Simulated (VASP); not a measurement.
Write the native input for VASP 6.6.1 that does the following.

| Property | Result |
| --- | --- |
| Task | single point |
| Functional | r2SCAN |
| Potentials or basis | VASP PAW PBE potentials, release 64 (Ho) |
| Cutoff | 520 eV |
| k mesh | 14 × 14 × 14 |
| Occupations | gaussian, width 0.05 eV |
| Spin | collinear spin, ferromagnetic start |
| Starting moments | [4.79] μB |
| Dipole correction | no |
| Further INCAR settings | ALGO = Normal; EDIFF = 1e-06 |

Ho:

```xyz
1
Lattice="0.0000 2.5747 2.5747 2.5747 0.0000 2.5747 2.5747 2.5747 0.0000" Properties=species:S:1:pos:R:3 pbc="T T T"
Ho    0.0000    0.0000    0.0000
```

The input as run:

POSCAR

```
Ho
1.0
    0.0000000000      2.5747206494      2.5747206494
    2.5747206494      0.0000000000      2.5747206494
    2.5747206494      2.5747206494      0.0000000000
Ho
1
Direct
    0.0000000000      0.0000000000      0.0000000000
```

INCAR.step1

```
PREC = Accurate
ENCUT = 520
ISMEAR = -5
SIGMA = 0.05
LREAL = F
LASPH = T
NELM = 150
ISPIN = 2
MAGMOM = 4.79
LMAXMIX = 6
GGA = PE
ALGO = Normal
EDIFF = 1E-4
LWAVE = T
LCHARG = F
```

INCAR.step2

```
PREC = Accurate
ENCUT = 520
EDIFF = 1E-6
ISMEAR = 0
SIGMA = 0.05
LREAL = F
LASPH = T
NELM = 150
ALGO = Normal
ISIF = 2
LWAVE = F
LCHARG = F
ISPIN = 2
MAGMOM = 4.79
LORBIT = 11
LMAXMIX = 6
METAGGA = R2SCAN
LMIXTAU = T
ISTART = 1
```

KPOINTS

```
regular mesh
0
Gamma
  14 14 14
```

Potentials or basis: VASP PAW PBE potentials, release 64 (Ho).

Run with:

```bash
$ cat potpaw_PBE.64/Ho/POTCAR > POTCAR
$ cp INCAR.step1 INCAR
$ mpirun -np 1 vasp_std > vasp.out
$ cp INCAR.step2 INCAR
$ mpirun -np 1 vasp_std > vasp.out
```

Results of the run:

- Pressure: 0.3 GPa
- Net moment: 3.83 μB per cell
- Site moments: Ho +3.53 μB
- Valence electrons inside the program's atomic spheres: Ho 18.52

Caveat: the magnetic or orbital state may not be the lowest; the PAW data sets were made with another functional, which shifts forces and pressure a little.

Run time: 7.6 min on 1 thread of AMD EPYC 9R45 96-Core Processor (Zen 5), on a shared host, peak memory 0.23 GiB.
